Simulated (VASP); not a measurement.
Runs of VASP 6.6.1 on AlCo (CsCl type). The structure is that of space group Pm-3m (No. 221), or close to it. The cells are those of the table. 

| task | cell | cutoff (eV) | gap on the mesh (eV) | pressure (GPa) |
| --- | --- | --- | --- | --- |
| relaxation of cell and atoms | relaxed to 150 GPa from a = 2.548 Å, 2 atoms | 600 | none | 150.0 |
| single point | a = 2.515 Å, 2 atoms | 520 | none | (a) |
| relaxation of cell and atoms | relaxed to 150 GPa from a = 2.515 Å, 2 atoms | 600 | none | 150.1 |
| single point | a = 2.514 Å, 2 atoms | 520 | none | 150.9 |

Alike in all rows: level PBE; potentials or basis VASP PAW PBE potentials, release 64 (Co, Al); no spin polarisation; k mesh 16 × 16 × 16; smearing fermi-dirac 0.05 eV.

Fill in the values left out.

(a) 150.3.

Caveats: the cell is relaxed towards a set pressure, so the enthalpy falls and the energy may rise (some runs).

A gap of «none» marks levels without a gap at the run's occupations.
